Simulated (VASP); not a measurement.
# Sn (P6/mmm) in VASP: relaxation of cell and atoms with LDA

Aim: the relaxation of cell and atoms of Sn with LDA.

Program: VASP 6.6.1. These are calculated values, not measurements. Logs are shortened: lines on timing, memory, paths and dates and some standing lists are left out, and cuts for length are marked.

### Step 1. The cell of the first run

Symmetry: P6/mmm, No. 191, hexagonal system. Conventional cell: a = 4.623 Å, b = 4.623 Å, c = 2.866 Å, α = 90.00°, β = 90.00°, γ = 120.00°. Within 3.8 Å of Sn (site symmetry 6/mmm) lie 14 Sn at 2.87 to 3.03 Å. Within 3.5 Å of Sn (site symmetry -6m2) lie 11 Sn at 2.67 to 3.03 Å.

### Step 2. Relaxation of cell and atoms, LDA, target pressure 52 GPa, at which the enthalpy is minimised

INCAR

```
SYSTEM = Sn
PREC = Accurate
ENCUT = 600
EDIFF = 1E-6
ISMEAR = -1
SIGMA = 0.08
LREAL = .False.
LASPH = .True.
NELM = 80
ALGO = Normal
ISIF = 3
LWAVE = .False.
LCHARG = .False.
IBRION = 2
NSW = 60
EDIFFG = -0.005
PSTRESS = 520.0
```

KPOINTS

```
Automatic mesh
0
Gamma
  8 8 11
  0 0 0
```

POSCAR

```
Sn
1.0
    4.6229996096      0.0000000000      0.0000000000
   -2.3114998048      4.0036351036      0.0000000000
    0.0000000000      0.0000000000      2.8662597579
Sn
3
Direct
    0.0000000000      0.0000000000      0.0000000000
    0.3333333333      0.6666666667      0.5000000000
    0.6666666667      0.3333333333      0.5000000000
```

Potentials or basis: VASP PAW LDA potentials, release 64 (Sn_d).

Started as:

```bash
$ cat potpaw_LDA.64/Sn_d/POTCAR > POTCAR
$ mpirun -np 1 vasp_std > vasp.out
```

OUTCAR:

```text
SYSTEM = Sn
   PREC = Accurate
   ENCUT = 600
   EDIFF = 1E-6
   ISMEAR = -1
   LREAL = .False.
   LASPH = .True.
   NELM = 80
   ISIF = 3
   IBRION = 2
   NSW = 60
   EDIFFG = -0.005
   PSTRESS = 520.0

 ion  position               nearest neighbor table
   1  0.000  0.000  0.000-   2 3.03   3 3.03   2 3.03   3 3.03   3 3.03   3 3.03   2 3.03   2 3.03
                             3 3.03   3 3.03   2 3.03   2 3.03
   2  0.333  0.667  0.500-   3 2.67   3 2.67   3 2.67   1 3.03   1 3.03   1 3.03   1 3.03   1 3.03
                             1 3.03
   3  0.667  0.333  0.500-   2 2.67   2 2.67   2 2.67   1 3.03   1 3.03   1 3.03   1 3.03   1 3.03
                             1 3.03

  LATTYP: Found a hexagonal cell.
 ALAT       =     4.6229996096
 C/A-ratio  =     0.6200000000

  Lattice vectors:

 A1 = (   4.6229996096,   0.0000000000,   0.0000000000)
 A2 = (  -2.3114998048,   4.0036351036,   0.0000000000)
 A3 = (   0.0000000000,   0.0000000000,   2.8662597579)

Analysis of symmetry for initial positions (statically):
=====================================================================
 Subroutine PRICEL returns:
 Original cell was already a primitive cell.

 Routine SETGRP: Setting up the symmetry group for a
 hexagonal supercell.

 Subroutine GETGRP returns: Found 24 space group operations
 (whereof 24 operations were pure point group operations)
 out of a pool of 24 trial point group operations.

The static configuration has the point symmetry D_6h.

Analysis of symmetry for dynamics (positions and initial velocities):
=====================================================================
 Subroutine PRICEL returns:
 Original cell was already a primitive cell.

 Routine SETGRP: Setting up the symmetry group for a
 hexagonal supercell.

 Subroutine GETGRP returns: Found 24 space group operations
 (whereof 24 operations were pure point group operations)
 out of a pool of 24 trial point group operations.

The dynamic configuration has the point symmetry D_6h.

 Subroutine INISYM returns: Found 24 space group operations
 (whereof 24 operations are pure point group operations),
 and found     1 'primitive' translations

----------------------------------------------------------------------------------------

                                     Primitive cell

  volume of cell :      53.0510

  direct lattice vectors                    reciprocal lattice vectors
     4.622999610  0.000000000  0.000000000     0.216309774  0.124886506  0.000000000
    -2.311499805  4.003635104  0.000000000     0.000000000  0.249773012  0.000000000
     0.000000000  0.000000000  2.866259758     0.000000000  0.000000000  0.348886732

  length of vectors
     4.622999610  4.622999610  2.866259758     0.249773012  0.249773012  0.348886732

  position of ions in fractional coordinates (direct lattice)
     0.000000000  0.000000000  0.000000000
     0.333333333  0.666666667  0.500000000
     0.666666667  0.333333333  0.500000000

  ion indices of the primitive-cell ions
   primitive index   ion index
                 1           1
                 2           2
                 3           3

----------------------------------------------------------------------------------------

 KPOINTS: Automatic mesh

Automatic generation of k-mesh.
 Grid dimensions read from file:
 generate k-points for:    8    8   11

 Generating k-lattice:

  Cartesian coordinates                     Fractional coordinates (reciprocal lattice)
     0.027038722  0.015610813  0.000000000     0.125000000 -0.000000000  0.000000000
     0.000000000  0.031221627  0.000000000     0.000000000  0.125000000  0.000000000
     0.000000000  0.000000000  0.031716976     0.000000000  0.000000000  0.090909091

  Length of vectors
     0.031221627  0.031221627  0.031716976

  Shift w.r.t. Gamma in fractional coordinates (k-lattice)
     0.000000000  0.000000000  0.000000000

 Subroutine IBZKPT returns following result:
 ===========================================

 Found     60 irreducible k-points:

 Following reciprocal coordinates:
            Coordinates               Weight
  0.000000  0.000000  0.000000      1.000000
  0.125000 -0.000000  0.000000      6.000000
  0.250000 -0.000000  0.000000      6.000000
  0.375000  0.000000  0.000000      6.000000
  0.500000 -0.000000  0.000000      3.000000
  0.125000  0.125000  0.000000      6.000000
[... 16 lines left out ...]
  0.250000 -0.000000  0.181818     12.000000
  0.375000  0.000000  0.181818     12.000000
 [... further k-points ...]
   k-points           NKPTS =     60   k-points in BZ     NKDIM =     60   number of bands    NBANDS=     25
   number of dos      NEDOS =    301   number of ions     NIONS =      3
   total plane-waves  NPLWV =  38400
   dimension x,y,z NGX =    40 NGY =   40 NGZ =   24
   dimension x,y,z NGXF=    80 NGYF=   80 NGZF=   48
   ions per type =               3
   NGX,Y,Z   is equivalent  to a cutoff of  14.38, 14.38, 13.92 a.u.
   NGXF,Y,Z  is equivalent  to a cutoff of  28.77, 28.77, 27.84 a.u.
 SYSTEM =  Sn
   PREC   = accura    normal or accurate (medium, high low for compatibility)
   ISTART =      0    job   : 0-new  1-cont  2-samecut
   ICHARG =      2    charge: 1-file 2-atom 10-const
   ISPIN  =      1    spin polarized calculation?
   LNONCOLLINEAR =      F non collinear calculations
   LSORBIT =      F    spin-orbit coupling
   LASPH  =      T    aspherical Exc in radial PAW
   ENCUT  =  600.0 eV  44.10 Ry    6.64 a.u.   9.23  9.23  5.72*2*pi/ulx,y,z
   NELM   =     80;   NELMIN=  2; NELMDL= -5     # of ELM steps
   EDIFF  = 0.1E-05   stopping-criterion for ELM
   LREAL  =      F    real-space projection
   EDIFFG = -.5E-02   stopping-criterion for IOM
   NSW    =     60    number of steps for IOM
   IBRION =      2    ionic relax: 0-MD 1-quasi-New 2-CG
   NFREE  =      1    steps in history (QN), initial steepest desc. (CG)
   ISIF   =      3    stress and relaxation
   ISYM   =      2    0-nonsym 1-usesym 2-fastsym
   POTIM  = 0.5000    time-step for ionic-motion
   TEBEG  =    0.0;   TEEND  =   0.0 temperature during run
   PSTRESS=  520.0 pullay stress
   NELECT =      42.0000    total number of electrons
   NUPDOWN=      -1.0000    fix difference up-down
   EMIN   =  10.00;   EMAX   =-10.00  energy-range for DOS
   EFERMI =   0.00;   METHOD = LEGACY
   ISMEAR =    -1;   SIGMA  =   0.08  broadening in eV -4-tet -1-fermi 0-gaus
   EFERMI_NEDOS =   21; number of points for ismear=-14 and -15
   IALGO  =     38    algorithm
   IMIX   =      4    mixing-type and parameters
     AMIX     =   0.40;   BMIX     =  1.00
     AMIX_MAG =   1.60;   BMIX_MAG =  1.00
  volume/ion in A,a.u.               =      17.68       119.34
  Fermi-wavevector in a.u.,A,eV,Ry     =   1.514468  2.861929 31.206484  2.293612
  Thomas-Fermi vector in A             =   2.624121
   LORBIT       =      0    0 simple, 1 ext, 2 COOP (PROOUT), +10 PAW based schemes
   GGA     = CA    functional components
   LHFCALC =     F    Hartree Fock is set to
   AEXX    =    0.0000 exact exchange contribution
   IVDW    =     0    specifies the selected vdW correction
   LEPSILON=     F    determine dielectric tensor
   LRPA    =     F    only Hartree local field effects (RPA)
 conjugate gradient relaxation of ions
 non-spin polarized calculation
  energy-cutoff  :      600.00
  volume of cell :       53.05
 maximum number of plane-waves:      1788
 NGX is ok and might be reduce to    40
   NGX = 19   NGY = 19   NGZ = 11

--------------------------------------- Ionic step        1  -------------------------------------------

 number of electron      42.0000008 magnetization

 Free energy of the ion-electron system (eV)
  ---------------------------------------------------
  ext. energy  EPLUGINS =         0.00000000
  ---------------------------------------------------
  free energy    TOTEN  =       -10.38976299 eV

  energy without entropy =      -10.35319832  energy(sigma->0) =      -10.37148066

------------------------ aborting loop because EDIFF is reached ----------------------------------------

  FORCE on cell =-STRESS in cart. coord.  units (eV):
  Direction    XX          YY          ZZ          XY          YZ          ZX
  --------------------------------------------------------------------------------------
  -------------------------------------------------------------------------------------
  Total       18.7281021     18.7281021     16.4839589     -0.0000000      0.0000000     -0.0000000
  in kB      565.6013791    565.6013791    497.8267321     -0.0000000      0.0000000     -0.0000000
  external PRESSURE =      23.0098301 kB  Pullay stress =     520.0000000 kB
[... 96 lines left out ...]
  FREE ENERGIE OF THE ION-ELECTRON SYSTEM (eV)
  ---------------------------------------------------
  free  energy   TOTEN  =       -10.8272678781 eV

  energy  without entropy=      -10.7890705632  energy(sigma->0) =      -10.80816922

  enthalpy is  TOTEN    =         6.8012901927 eV   P V=       17.6285580709

[... ionic steps 4 to 13 ...]

--------------------------------------- Ionic step       14  -------------------------------------------

 number of electron      41.9999999 magnetization

------------------------ aborting loop because EDIFF is reached ----------------------------------------

  FORCE on cell =-STRESS in cart. coord.  units (eV):
  Direction    XX          YY          ZZ          XY          YZ          ZX
  --------------------------------------------------------------------------------------
  -------------------------------------------------------------------------------------
  Total       17.4160372     17.4160372     17.4159197      0.0000000      0.0000000      0.0000000
  in kB      520.6336368    520.6336368    520.6301227      0.0000000      0.0000000      0.0000000
  external PRESSURE =       0.6324654 kB  Pullay stress =     520.0000000 kB
[... 63 lines left out ...]
  enthalpy is  TOTEN    =         6.7669717242 eV   P V=       17.4029213991

--------------------------------------- Ionic step       16  -------------------------------------------

 number of electron      41.9999999 magnetization

 Free energy of the ion-electron system (eV)
  ---------------------------------------------------
  ext. energy  EPLUGINS =         0.00000000
  ---------------------------------------------------
  free energy    TOTEN  =       -10.63222529 eV

  energy without entropy =      -10.59776809  energy(sigma->0) =      -10.61499669

 E-fermi :  14.1555     XC(G=0): -12.7268

 val. band max:       14.1451374974   @ k =   0.3750   0.1250   0.2727
 cond. band min:      14.1739013253   @ k =   0.2500   0.1250   0.3636
 fundamental gap:      0.0287638280
 Fermi energy:        14.1555018227

 k-point     1 :       0.0000    0.0000    0.0000
  band No.  band energies     occupation
      1      -8.3825      2.00000
      2      -8.1468      2.00000
      3      -8.0062      2.00000
      4      -7.8853      2.00000
      5      -7.8853      2.00000
      6      -7.7709      2.00000
[... 661 lines left out ...]
     24      18.8281      0.00000
     25      19.3362      0.00000

 [... further k-points ...]

------------------------ aborting loop because EDIFF is reached ----------------------------------------

  FORCE on cell =-STRESS in cart. coord.  units (eV):
  Direction    XX          YY          ZZ          XY          YZ          ZX
  --------------------------------------------------------------------------------------
  -------------------------------------------------------------------------------------
  Total       17.4028252     17.4028252     17.4040868      0.0000000      0.0000000     -0.0000000
  in kB      520.1084857    520.1084857    520.1461903      0.0000000      0.0000000     -0.0000000
  external PRESSURE =       0.1210539 kB  Pullay stress =     520.0000000 kB
[... 18 lines left out ...]
  FREE ENERGIE OF THE ION-ELECTRON SYSTEM (eV)
  ---------------------------------------------------
  free  energy   TOTEN  =       -10.6322252934 eV

  energy  without entropy=      -10.5977680942  energy(sigma->0) =      -10.61499669

  enthalpy is  TOTEN    =         6.7669699982 eV   P V=       17.3991952916

 reached required accuracy - stopping structural energy minimisation
```

It took 11 min on 1 thread of Intel Xeon 6975P-C, shared host; peak memory 0.22 GiB.

What came out:

| Quantity | Value |
| --- | --- |
| Free energy | -10.6322 eV |
| Relaxed volume | 17.87 Å³/atom |
| Relaxed cell | a = 4.737 Å, b = 4.737 Å, c = 2.758 Å, α = 90.00°, β = 90.00°, γ = 120.00° |
| Space group after relaxing (to 0.05 Å) | P6/mmm (No. 191) |
| Energy change on relaxing (the enthalpy is what falls) | -80.8 meV/atom |
| Ionic steps | 16 |
| Pressure after relaxing | 52.0 GPa |
| Band gap on the k mesh | zero (band 21 reaches 16.38 eV, above the bottom of band 22 at 9.86 eV) |

Step by step:
```
step  energy change (eV)  largest force (eV/Å)  pressure (GPa)  volume (Å³)
   1              0.0000                0.0000           54.30        53.05
   2             -0.6516                0.0000           45.15        55.00
   3             -0.4375                0.0000           48.13        54.32
   4             -0.4283                0.0000           48.84        54.22
   5             -0.4140                0.0000           49.27        54.15
   6             -0.3654                0.0000           50.27        54.01
   7             -0.4024                0.0000           49.54        54.11
   8             -0.2122                0.0000           52.41        53.52
   9             -0.2452                0.0000           51.89        53.62
  10             -0.2420                0.0000           52.00        53.61
  11             -0.2411                0.0000           51.99        53.60
  12             -0.2385                0.0000           52.04        53.60
  13             -0.2379                0.0000           52.10        53.59
  14             -0.2381                0.0000           52.06        53.60
  15             -0.2462                0.0000           51.95        53.62
  16             -0.2425                0.0000           52.01        53.61
```

Final structure:
```
Sn
1.0
     4.73741    0.00000    0.00000
    -2.36871    4.10272    0.00000
     0.00000    0.00000    2.75818
Sn
3
Direct
  0.00000 0.00000 0.00000
  0.33333 0.66667 0.50000
  0.66667 0.33333 0.50000
```

Levels at points of the mesh, in eV from the Fermi level:
| k point | band 17 | band 18 | band 19 | band 20 | band 21 | band 22 | band 23 | band 24 | band 25 |
| --- | --- | --- | --- | --- | --- | --- | --- | --- | --- |
| (0.00, 0.00, 0.00) | -5.86 | -5.62 | -4.34 | -4.34 | -4.30 | -4.30 | 4.82 | 9.48 | 11.52 |
| (0.50, 0.00, 0.00) | -12.43 | -7.46 | -7.19 | 1.87 | 1.93 | 2.99 | 3.02 | 5.05 | 7.71 |

Caveat: the cell is relaxed towards a set pressure, so the enthalpy falls and the energy may rise; spin-orbit coupling is left out, which moves the levels of the heavy elements.
